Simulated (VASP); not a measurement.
# ScSi2 (P6/mmm) in VASP: further runs, part 3 of 3

VASP 6.6.1.

**5. Electric field gradients, PBEsol (15.56 Å³/atom)**

This run uses another cell than the first one, of 15.56 Å³/atom.

INCAR

```
SYSTEM = ScSi2
PREC = Accurate
ENCUT = 520
EDIFF = 1E-8
ISMEAR = -1
SIGMA = 0.05
LREAL = .False.
LASPH = .True.
NELM = 80
ALGO = Normal
ISIF = 2
LWAVE = .False.
LCHARG = .False.
GGA = PS
LEFG = .True.
NBANDS = 16
```

KPOINTS

```
regular mesh
0
Gamma
  13 13 11
  0 0 0
```

POSCAR

```
ScSi2
1.0
    3.7081621116      0.0000000000      0.0000000000
   -1.8540810558      3.2113625900      0.0000000000
    0.0000000000      0.0000000000      3.9209268928
Sc Si
1 2
Direct
    0.0000000000      0.0000000000      0.0000000000
    0.3333333333      0.6666666667      0.5000000000
    0.6666666667      0.3333333333      0.5000000000
```

Potentials or basis: VASP PAW PBE potentials, release 64 (Sc_sv, Si).

Run with:

```
$ cat potpaw_PBE.64/Sc_sv/POTCAR potpaw_PBE.64/Si/POTCAR > POTCAR
$ mpirun -np 1 vasp_std > vasp.out
```

OUTCAR:

```text
SYSTEM = ScSi2
   PREC = Accurate
   ENCUT = 520
   EDIFF = 1E-8
   ISMEAR = -1
   LREAL = .False.
   LASPH = .True.
   NELM = 80
   ISIF = 2
   GGA = PS

 ion  position               nearest neighbor table
   1  0.000  0.000  0.000-   2 2.90   3 2.90   2 2.90   3 2.90   3 2.90   3 2.90   2 2.90   2 2.90
                             3 2.90   3 2.90   2 2.90   2 2.90
   2  0.333  0.667  0.500-   3 2.14   3 2.14   3 2.14   1 2.90   1 2.90   1 2.90   1 2.90   1 2.90
                             1 2.90
   3  0.667  0.333  0.500-   2 2.14   2 2.14   2 2.14   1 2.90   1 2.90   1 2.90   1 2.90   1 2.90
                             1 2.90

  LATTYP: Found a hexagonal cell.
 ALAT       =     3.7081621116
 C/A-ratio  =     1.0573774217

  Lattice vectors:

 A1 = (   3.7081621116,   0.0000000000,   0.0000000000)
 A2 = (  -1.8540810558,   3.2113625900,   0.0000000000)
 A3 = (   0.0000000000,   0.0000000000,   3.9209268928)

Analysis of symmetry for initial positions (statically):
=====================================================================
 Subroutine PRICEL returns:
 Original cell was already a primitive cell.

 Routine SETGRP: Setting up the symmetry group for a
 hexagonal supercell.

 Subroutine GETGRP returns: Found 24 space group operations
 (whereof 24 operations were pure point group operations)
 out of a pool of 24 trial point group operations.

The static configuration has the point symmetry D_6h.

Analysis of symmetry for dynamics (positions and initial velocities):
=====================================================================
 Subroutine PRICEL returns:
 Original cell was already a primitive cell.

 Routine SETGRP: Setting up the symmetry group for a
 hexagonal supercell.
[... 616 lines left out ...]
     16      11.9533      0.00000

 [... further k-points ...]

------------------------ aborting loop because EDIFF is reached ----------------------------------------

  FORCE on cell =-STRESS in cart. coord.  units (eV):
  Direction    XX          YY          ZZ          XY          YZ          ZX
  --------------------------------------------------------------------------------------
  -------------------------------------------------------------------------------------
  Total        7.4476411      7.4476411     -1.6785892      0.0000000      0.0000000      0.0000000
  in kB      255.5597877    255.5597877    -57.5994320      0.0000000      0.0000000      0.0000000
  external PRESSURE =     151.1733812 kB  Pullay stress =       0.0000000 kB

 VOLUME and BASIS-vectors are now :
 -----------------------------------------------------------------------------
  energy-cutoff  :      520.00
  volume of cell :       46.69
      direct lattice vectors                 reciprocal lattice vectors
     3.708162112  0.000000000  0.000000000     0.269675373  0.155697149  0.000000000
    -1.854081056  3.211362590  0.000000000     0.000000000  0.311394298  0.000000000
     0.000000000  0.000000000  3.920926893     0.000000000  0.000000000  0.255041736

 POSITION                                       TOTAL-FORCE (eV/Angst)
 -----------------------------------------------------------------------------------
      0.00000      0.00000      0.00000         0.000000      0.000000     -0.000000
     -0.00000      2.14091      1.96046        -0.000000     -0.000000      0.000000
      1.85408      1.07045      1.96046         0.000000      0.000000     -0.000000
 -----------------------------------------------------------------------------------
    total drift:                               -0.000000      0.000000      0.000000

  FREE ENERGIE OF THE ION-ELECTRON SYSTEM (eV)
  ---------------------------------------------------
  free  energy   TOTEN  =       -18.8937558425 eV

  energy  without entropy=      -18.8783410079  energy(sigma->0) =      -18.88604843

 Electric field gradients (V/A^2)
---------------------------------------------------------------------
 ion       V_xx      V_yy      V_zz      V_xy      V_xz      V_yz
---------------------------------------------------------------------
   1       2.892     2.891    -5.783    -0.001     0.000    -0.000
   2      -6.993    -6.992    13.985     0.000     0.000     0.000
   3      -6.993    -6.992    13.985     0.000    -0.000     0.000
---------------------------------------------------------------------

 Electric field gradients after diagonalization (V/A^2)
 (convention: |V_zz| > |V_xx| > |V_yy|)
----------------------------------------------------------------------
 ion       V_xx      V_yy      V_zz     asymmetry (V_yy - V_xx)/ V_zz
----------------------------------------------------------------------
   1       2.893     2.890    -5.783       0.000
   2      -6.993    -6.992    13.985       0.000
   3      -6.993    -6.992    13.985       0.000
----------------------------------------------------------------------

           NMR quadrupolar parameters

 Cq : quadrupolar parameter    Cq=e*Q*V_zz/h
 eta: asymmetry parameters     (V_yy - V_xx)/ V_zz
 Q  : nuclear electric quadrupole moment in mb (millibarn)
----------------------------------------------------------------------
 ion       Cq(MHz)       eta       Q (mb)
----------------------------------------------------------------------
   1      -0.014       0.000       1.000
   2       0.034       0.000       1.000
   3       0.034       0.000       1.000
----------------------------------------------------------------------
```

OSZICAR:

```text
N       E                     dE             d eps       ncg     rms          rms(c)
DAV:   1     0.118506799162E+03    0.11851E+03   -0.81423E+03  4056   0.112E+03
DAV:   2    -0.152882586603E+02   -0.13380E+03   -0.13067E+03  4144   0.327E+02
DAV:   3    -0.210552664719E+02   -0.57670E+01   -0.55328E+01  6256   0.649E+01
DAV:   4    -0.211722148929E+02   -0.11695E+00   -0.11684E+00  5040   0.915E+00
DAV:   5    -0.211751735000E+02   -0.29586E-02   -0.29584E-02  6176   0.141E+00    0.109E+01
DAV:   6    -0.189308968809E+02    0.22443E+01   -0.85176E+00  6648   0.270E+01    0.450E+00
DAV:   7    -0.189110381757E+02    0.19859E-01   -0.25971E-01  4872   0.357E+00    0.266E+00
DAV:   8    -0.188960012484E+02    0.15037E-01   -0.48991E-02  5808   0.237E+00    0.479E-01
DAV:   9    -0.188940792773E+02    0.19220E-02   -0.22481E-02  6320   0.153E+00    0.193E-01
DAV:  10    -0.188946740331E+02   -0.59476E-03   -0.11947E-02  6008   0.104E+00    0.185E-01
DAV:  11    -0.188937531046E+02    0.92093E-03   -0.42106E-03  6032   0.635E-01    0.105E-02
DAV:  12    -0.188937568313E+02   -0.37267E-05   -0.92894E-05  6216   0.610E-02    0.187E-02
DAV:  13    -0.188937559788E+02    0.85245E-06   -0.45035E-06  6128   0.186E-02    0.375E-03
DAV:  14    -0.188937559973E+02   -0.18472E-07   -0.33476E-07  6584   0.595E-03    0.246E-03
DAV:  15    -0.188937558389E+02    0.15843E-06   -0.42375E-07  6584   0.546E-03    0.249E-04
DAV:  16    -0.188937558425E+02   -0.36139E-08   -0.10399E-08  2760   0.957E-04
   1 F= -.18893756E+02 E0= -.18886048E+02  d E =-.154148E-01
```

Run time: 2.4 min. Hardware: 1 thread of Intel Xeon 8259CL, shared host; peak memory 0.23 GiB.

What came out:

```
Free energy                             : -18.8938 eV
Pressure                                : 15.1 GPa
Band gap on the k mesh                  : zero (an odd number of electrons rules out a gap without spin polarisation)
Largest electric field gradient by atom : Sc -5.8; Si +14.0 V/Å²
```

Electric field gradients, principal values (V/Å²):
```
atom   least  middle  greatest (by size)
1 Sc   2.890   2.893              -5.783
2 Si  -6.992  -6.993              13.985
3 Si  -6.992  -6.993              13.985
```

Caveat: the cell stands under pressure; without QUAD_EFG the Cq values of the log hold for a quadrupole moment of 1 mb, not for the nuclei; the PAW data sets were made with another functional, which shifts forces and pressure a little.

**6. Electric field gradients, PBEsol (14.37 Å³/atom)**

This run uses another cell than the first one, of 14.37 Å³/atom.

INCAR

```
SYSTEM = ScSi2
  PREC = Accurate
  ENCUT = 520
  EDIFF = 1E-8
  ISMEAR = -1
  SIGMA = 0.05
  LREAL = .FALSE.
  LASPH = .TRUE.
  NELM = 80
  ALGO = Normal
  ISIF = 2
  LWAVE = .FALSE.
  LCHARG = .FALSE.
  GGA = PS
  LEFG = .TRUE.
  NBANDS = 16
```

KPOINTS

```
Automatic mesh
0
G
  13 13 11
  0 0 0
```

POSCAR

```
ScSi2
1.0
    3.6105332048      0.0000000000      0.0000000000
   -1.8052666024      3.1268134766      0.0000000000
    0.0000000000      0.0000000000      3.8176962911
Sc Si
1 2
Direct
    0.0000000000      0.0000000000      0.0000000000
    0.3333333333      0.6666666667      0.5000000000
    0.6666666667      0.3333333333      0.5000000000
```

Potentials or basis: VASP PAW PBE potentials, release 64 (Sc_sv, Si).

Run with:

```
$ cat potpaw_PBE.64/Sc_sv/POTCAR potpaw_PBE.64/Si/POTCAR > POTCAR
$ mpirun -np 1 vasp_std > vasp.out
```

OUTCAR:

```text
SYSTEM = ScSi2
   PREC = Accurate
   ENCUT = 520
   EDIFF = 1E-8
   ISMEAR = -1
   LREAL = .FALSE.
   LASPH = .TRUE.
   NELM = 80
   ISIF = 2
   GGA = PS

 ion  position               nearest neighbor table
   1  0.000  0.000  0.000-   2 2.83   3 2.83   2 2.83   3 2.83   3 2.83   3 2.83   2 2.83   2 2.83
                             3 2.83   3 2.83   2 2.83   2 2.83
   2  0.333  0.667  0.500-   3 2.08   3 2.08   3 2.08   1 2.83   1 2.83   1 2.83   1 2.83   1 2.83
                             1 2.83
   3  0.667  0.333  0.500-   2 2.08   2 2.08   2 2.08   1 2.83   1 2.83   1 2.83   1 2.83   1 2.83
                             1 2.83

  LATTYP: Found a hexagonal cell.
 ALAT       =     3.6105332048
 C/A-ratio  =     1.0573774217

  Lattice vectors:

 A1 = (   3.6105332048,   0.0000000000,   0.0000000000)
 A2 = (  -1.8052666024,   3.1268134766,   0.0000000000)
 A3 = (   0.0000000000,   0.0000000000,   3.8176962911)

Analysis of symmetry for initial positions (statically):
=====================================================================
 Subroutine PRICEL returns:
 Original cell was already a primitive cell.

 Routine SETGRP: Setting up the symmetry group for a
 hexagonal supercell.

 Subroutine GETGRP returns: Found 24 space group operations
 (whereof 24 operations were pure point group operations)
 out of a pool of 24 trial point group operations.

The static configuration has the point symmetry D_6h.

Analysis of symmetry for dynamics (positions and initial velocities):
=====================================================================
 Subroutine PRICEL returns:
 Original cell was already a primitive cell.

 Routine SETGRP: Setting up the symmetry group for a
 hexagonal supercell.

 Subroutine GETGRP returns: Found 24 space group operations
 (whereof 24 operations were pure point group operations)
 out of a pool of 24 trial point group operations.

The dynamic configuration has the point symmetry D_6h.

 Subroutine INISYM returns: Found 24 space group operations
 (whereof 24 operations are pure point group operations),
 and found     1 'primitive' translations

----------------------------------------------------------------------------------------

                                     Primitive cell

  volume of cell :      43.0997

  direct lattice vectors                    reciprocal lattice vectors
     3.610533205  0.000000000  0.000000000     0.276967402  0.159907204  0.000000000
    -1.805266602  3.126813477  0.000000000     0.000000000  0.319814408  0.000000000
     0.000000000  0.000000000  3.817696291     0.000000000  0.000000000  0.261938070

  length of vectors
     3.610533205  3.610533205  3.817696291     0.319814408  0.319814408  0.261938070

  position of ions in fractional coordinates (direct lattice)
     0.000000000  0.000000000  0.000000000
     0.333333333  0.666666667  0.500000000
     0.666666667  0.333333333  0.500000000

  ion indices of the primitive-cell ions
   primitive index   ion index
                 1           1
                 2           2
                 3           3

----------------------------------------------------------------------------------------

[... 79 lines left out ...]
   PSTRESS=    0.0 pullay stress
   NELECT =      19.0000    total number of electrons
   NUPDOWN=      -1.0000    fix difference up-down
   EMIN   =  10.00;   EMAX   =-10.00  energy-range for DOS
   EFERMI =   0.00;   METHOD = LEGACY
   ISMEAR =    -1;   SIGMA  =   0.05  broadening in eV -4-tet -1-fermi 0-gaus
   EFERMI_NEDOS =   21; number of points for ismear=-14 and -15
   IALGO  =     38    algorithm
   IMIX   =      4    mixing-type and parameters
     AMIX     =   0.40;   BMIX     =  1.00
     AMIX_MAG =   1.60;   BMIX_MAG =  1.00
  volume/ion in A,a.u.               =      14.37        96.95
  Fermi-wavevector in a.u.,A,eV,Ry     =   1.245951  2.354507 21.121618  1.552395
  Thomas-Fermi vector in A             =   2.380151
   LORBIT       =      0    0 simple, 1 ext, 2 COOP (PROOUT), +10 PAW based schemes
   GGA     = PS    functional components
   LHFCALC =     F    Hartree Fock is set to
   AEXX    =    0.0000 exact exchange contribution
   IVDW    =     0    specifies the selected vdW correction
   LEPSILON=     F    determine dielectric tensor
   LRPA    =     F    only Hartree local field effects (RPA)
 non-spin polarized calculation
  energy-cutoff  :      520.00
  volume of cell :       43.10
 maximum number of plane-waves:      1178
 NGX is ok and might be reduce to    28
   NGX = 13   NGY = 13   NGZ = 15

 number of electron      19.0000001 magnetization

 Free energy of the ion-electron system (eV)
  ---------------------------------------------------
  ext. energy  EPLUGINS =         0.00000000
  ---------------------------------------------------
  free energy    TOTEN  =       -18.39243443 eV

  energy without entropy =      -18.37670134  energy(sigma->0) =      -18.38456788

 E-fermi :   9.5620     XC(G=0): -11.5175

 val. band max:        9.5604511905   @ k =   0.2308   0.0769   0.3636
 cond. band min:       9.5677405610   @ k =   0.2308   0.0769   0.4545
 fundamental gap:      0.0072893705
 Fermi energy:         9.5619724280

 k-point     1 :       0.0000    0.0000    0.0000
  band No.  band energies     occupation
      1     -39.6535      2.00000
      2     -18.4740      2.00000
      3     -18.3843      2.00000
      4     -18.3843      2.00000
      5      -4.5238      2.00000
      6       5.9921      2.00000
[... 433 lines left out ...]
      3     -18.4177      2.00000
      4     -18.3913      2.00000
      5      -4.1079      2.00000
      6       4.5648      2.00000
[... 8 lines left out ...]
     15      12.8230      0.00000
     16      13.0450      0.00000

 [... further k-points ...]
[... 5 lines left out ...]
  --------------------------------------------------------------------------------------
  -------------------------------------------------------------------------------------
  Total       12.0958754     12.0958754      0.3714716      0.0000000     -0.0000000     -0.0000000
  in kB      449.6485448    449.6485448     13.8089767      0.0000000     -0.0000000     -0.0000000
  external PRESSURE =     304.3686888 kB  Pullay stress =       0.0000000 kB

 VOLUME and BASIS-vectors are now :
 -----------------------------------------------------------------------------
  energy-cutoff  :      520.00
  volume of cell :       43.10
      direct lattice vectors                 reciprocal lattice vectors
     3.610533205  0.000000000  0.000000000     0.276967402  0.159907204  0.000000000
    -1.805266602  3.126813477  0.000000000     0.000000000  0.319814408  0.000000000
     0.000000000  0.000000000  3.817696291     0.000000000  0.000000000  0.261938070

 POSITION                                       TOTAL-FORCE (eV/Angst)
 -----------------------------------------------------------------------------------
      0.00000      0.00000      0.00000         0.000000      0.000000      0.000000
     -0.00000      2.08454      1.90885        -0.000000     -0.000000      0.000000
      1.80527      1.04227      1.90885         0.000000      0.000000      0.000000
 -----------------------------------------------------------------------------------
    total drift:                               -0.000000      0.000000      0.000000

  FREE ENERGIE OF THE ION-ELECTRON SYSTEM (eV)
  ---------------------------------------------------
  free  energy   TOTEN  =       -18.3924344278 eV

  energy  without entropy=      -18.3767013397  energy(sigma->0) =      -18.38456788

 Electric field gradients (V/A^2)
---------------------------------------------------------------------
 ion       V_xx      V_yy      V_zz      V_xy      V_xz      V_yz
---------------------------------------------------------------------
   1       1.491     1.490    -2.981    -0.000     0.000    -0.000
   2      -9.557    -9.557    19.114     0.000     0.000    -0.000
   3      -9.557    -9.557    19.114     0.000     0.000     0.000
---------------------------------------------------------------------

 Electric field gradients after diagonalization (V/A^2)
 (convention: |V_zz| > |V_xx| > |V_yy|)
----------------------------------------------------------------------
 ion       V_xx      V_yy      V_zz     asymmetry (V_yy - V_xx)/ V_zz
----------------------------------------------------------------------
   1       1.491     1.490    -2.981       0.000
   2      -9.557    -9.557    19.114       0.000
   3      -9.557    -9.557    19.114       0.000
----------------------------------------------------------------------

           NMR quadrupolar parameters

 Cq : quadrupolar parameter    Cq=e*Q*V_zz/h
 eta: asymmetry parameters     (V_yy - V_xx)/ V_zz
 Q  : nuclear electric quadrupole moment in mb (millibarn)
----------------------------------------------------------------------
 ion       Cq(MHz)       eta       Q (mb)
----------------------------------------------------------------------
   1      -0.007       0.000       1.000
   2       0.046       0.000       1.000
   3       0.046       0.000       1.000
----------------------------------------------------------------------
```

stdout:

```text
POSCAR found type information on POSCAR ScSi
 POSCAR found :  2 types and       3 ions
 scaLAPACK will be used
 -----------------------------------------------------------------------------
|                                                                             |
|                                                                             |
|     You enforced a specific xc type in the INCAR file but a different       |
|     I HOPE YOU KNOW WHAT YOU ARE DOING!                                     |
|                                                                             |
 -----------------------------------------------------------------------------

 LDA part: xc-table for (Slater+PW92), standard interpolation
 POSCAR, INCAR and KPOINTS ok, starting setup
 FFT: planning ... GRIDC
 FFT: planning ... GRID_SOFT
 FFT: planning ... GRID
 WAVECAR not read
 entering main loop
ion   1

ion   2

ion   3
```

Wall time 40 s (1 thread of Intel Xeon 6975P-C (Granite Rapids), shared host); peak memory 0.22 GiB.

Results:

* Free energy: -18.3924 eV
* Pressure: 30.4 GPa
* Band gap on the k mesh: zero (an odd number of electrons rules out a gap without spin polarisation)
* Largest electric field gradient by atom: Sc -3.0; Si +19.1 V/Å²

Electric field gradients, principal values (V/Å²):
| atom | least | middle | greatest (by size) |
| --- | --- | --- | --- |
| 1 Sc | 1.490 | 1.491 | -2.981 |
| 2 Si | -9.557 | -9.557 | 19.114 |
| 3 Si | -9.557 | -9.557 | 19.114 |

Caveat: the cell stands under pressure; without QUAD_EFG the Cq values of the log hold for a quadrupole moment of 1 mb, not for the nuclei; the PAW data sets were made with another functional, which shifts forces and pressure a little.

**7. Summary**

| cell | gap on the mesh (eV) | pressure (GPa) |
| --- | --- | --- |
| a = 3.732, b = 3.732, c = 3.946 Å, angles 90.0, 90.0, 120.0°, 3 atoms | none | 12.1 |
| a = 3.672, b = 3.672, c = 3.883 Å, angles 90.0, 90.0, 120.0°, 3 atoms | none | 20.2 |
| a = 3.708, b = 3.708, c = 3.921 Å, angles 90.0, 90.0, 120.0°, 3 atoms | none | 15.1 |
| a = 3.611, b = 3.611, c = 3.818 Å, angles 90.0, 90.0, 120.0°, 3 atoms | none | 30.4 |

Alike in all rows: task electric field gradients; level PBEsol; potentials or basis VASP PAW PBE potentials, release 64 (Sc_sv, Si); no spin polarisation; k mesh 13 × 13 × 11; cutoff (eV) 520; smearing fermi-dirac 0.05 eV.

Caveats: the cell stands under pressure; the PAW data sets were made with another functional, which shifts forces and pressure a little.

Total energies depend on the potentials used, so only differences within one code and one set of settings carry meaning.
